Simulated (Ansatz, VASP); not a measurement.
# Mo: VASP beside Ansatz

Contents of INCAR:

```
SYSTEM = Mo
  PREC = Accurate
  ENCUT = 520
  EDIFF = 1E-6
  ISMEAR = -1
  SIGMA = 0.1
  LREAL = .False.
  LASPH = .True.
  NELM = 100
  ALGO = Normal
  ISIF = 2
  LWAVE = .False.
  LCHARG = .False.
  GGA = PE
  NBANDS = 13
```

The input KPOINTS:

```
regular mesh
0
Gamma
  14 14 14
  0 0 0
```

POSCAR

```
Mo
1.0
   -1.5813793950      1.5813793950      1.5813793950
    1.5813793950     -1.5813793950      1.5813793950
    1.5813793950      1.5813793950     -1.5813793950
Mo
1
Direct
    0.0000000000      0.0000000000      0.0000000000
```

Input for Ansatz:

```yaml
crystal:
  lattice:
    - [-1.581379395, 1.581379395, 1.581379395]
    - [1.581379395, -1.581379395, 1.581379395]
    - [1.581379395, 1.581379395, -1.581379395]
  atoms:
    - { symbol: Mo, position: [0.0, 0.0, 0.0] }
hamiltonian:
  xc: pbe
  pseudopotentials:
    kind: paw
    azcp:
      Mo: "pseudopotentials/Mo.paw.azcp"
basis:
  ecutwfc: 420
  fft_grid_basis: typed
kpoints:
  mp_grid: { grid: [14, 14, 14], shift: [0, 0, 0] }
magnetization:
  spin_polarized: false
scf:
  occupations: { method: fermi_dirac, width: 0.1 }
  lower_state_search: "off"
output:
  stress: true
```

Alike in both runs: task single point; functional PBE; k mesh 14 × 14 × 14; occupations fermi-dirac, width 0.1 eV; no spin polarisation.

```csv
,VASP,Ansatz
version,VASP 6.6.1,Ansatz 0.2.0
potentials or method,"VASP PAW PBE potentials, release 64 (Mo_sv), cutoff 520 eV","plane waves (420 eV) with PAW, scalar-relativistic"
valence electrons in the cell,14,14
```

VASP gave:

```
pressure (GPa) : 0.5
```

Question: Which values does Ansatz return?

Answer: Pressure (GPa): 0.0.
